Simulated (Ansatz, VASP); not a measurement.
## Two plane-wave programs on B4N3

```
B N
1.0
     1.67863    0.96916    4.98279
    -1.67863    0.96916    4.98279
     0.00000   -1.93832    4.98279
B N
4 3
Direct
  0.00000 0.00000 0.50000
  0.50000 0.00000 0.00000
  0.00000 0.50000 0.00000
  0.00000 0.00000 0.00000
  0.27541 0.27541 0.27541
  0.72459 0.72459 0.72459
  0.50000 0.50000 0.50000
```

Alike in both runs: functional PBE; k mesh 5 × 5 × 5; occupations gaussian, width 0.2 eV; no spin polarisation.

Ansatz relaxed the structure, and its values are those at the end. VASP's run is a single point on that final structure, the one shown.

```csv
,VASP,Ansatz
version,VASP 6.6.1,Ansatz 0.2.0
potentials or method,"VASP PAW PBE potentials, release 64 (B, N), cutoff 600 eV","scalar-relativistic, plane waves, PAW"
valence electrons in the cell,27,27
```

```tsv
	VASP	Ansatz	Ansatz less VASP
gap on the k mesh at the Fermi level (eV)	none	none	-
pressure (GPa)	-0.2	0.1	+0.28
rms of the force components (eV/Å)	0.006	0.001	-0.0057
```

A gap of «none» marks a metal or a gap that the smearing closes.

The k mesh is coarse, so the values compare programs but aren't converged.
